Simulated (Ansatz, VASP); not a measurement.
# One calculation of CuI, two programs

File INCAR:

```
SYSTEM = CuI
  PREC = Accurate
  ENCUT = 520
  EDIFF = 1E-7
  ISMEAR = -1
  SIGMA = 0.02
  LREAL = .False.
  LASPH = .True.
  NELM = 80
  ALGO = Normal
  ISIF = 2
  LWAVE = .False.
  LCHARG = .True.
  GGA = PE
  LELF = .True.
  LVHAR = .True.
  NBANDS = 16
```

Contents of KPOINTS:

```
Automatic mesh
0
Gamma
  6 6 6
  0 0 0
```

POSCAR

```
CuI
1.0
    0.0000000000      3.0450000000      3.0450000000
    3.0450000000      0.0000000000      3.0450000000
    3.0450000000      3.0450000000      0.0000000000
Cu I
1 1
Direct
    0.0000000000      0.0000000000      0.0000000000
    0.2500000000      0.2500000000      0.2500000000
```

Input for Ansatz:

```yaml
crystal:
  lattice:
    - [0, 3.045, 3.045]
    - [3.045, 0, 3.045]
    - [3.045, 3.045, 0]
  atoms:
    - { symbol: Cu, position: [0, 0, 0] }
    - { symbol: I, position: [0.25, 0.25, 0.25] }
kpoints:
  mp_grid: { grid: [6, 6, 6] }
hamiltonian:
  xc: pbe
  pseudopotentials:
    kind: paw
    azcp:
      Cu: "pseudopotentials/pbe/paw/ansatz_paw_generated_hard_1/Cu.paw.azcp"
      I: "pseudopotentials/pbe/paw/ansatz_paw_generated_hard_1/I.paw.azcp"
scf:
  occupations: { method: fermi_dirac, width: 0.02 }
  convergence: { dr2_threshold: "1e-10 eV" }
  max_iter: 300
  n_bands: 34
output:
  forces: true
  stress: true
  eigenvalues: true
```

Alike in both runs: task single point; functional PBE; k mesh 6 × 6 × 6; occupations fermi-dirac, width 0.02 eV; no spin polarisation.

|  | VASP | Ansatz |
| --- | --- | --- |
| version | VASP 6.6.1 | Ansatz 0.2.0 development build |
| potentials or method | VASP PAW PBE potentials, release 64 (Cu, I) | plane waves, PAW datasets (generated hard set |
| plane-wave cutoff (eV) | 520 | 700 |
| valence electrons in the cell | 18 | 36 |

|  | VASP | Ansatz | Ansatz less VASP |
| --- | --- | --- | --- |
| gap on the k mesh at the Fermi level (eV) | 1.11 | 1.09 | -0.022 |

VASP's potentials hold 18 valence electrons a cell and Ansatz's 36, so a difference there can come from the potentials and not from the codes.

Neither program's run includes spin-orbit coupling.
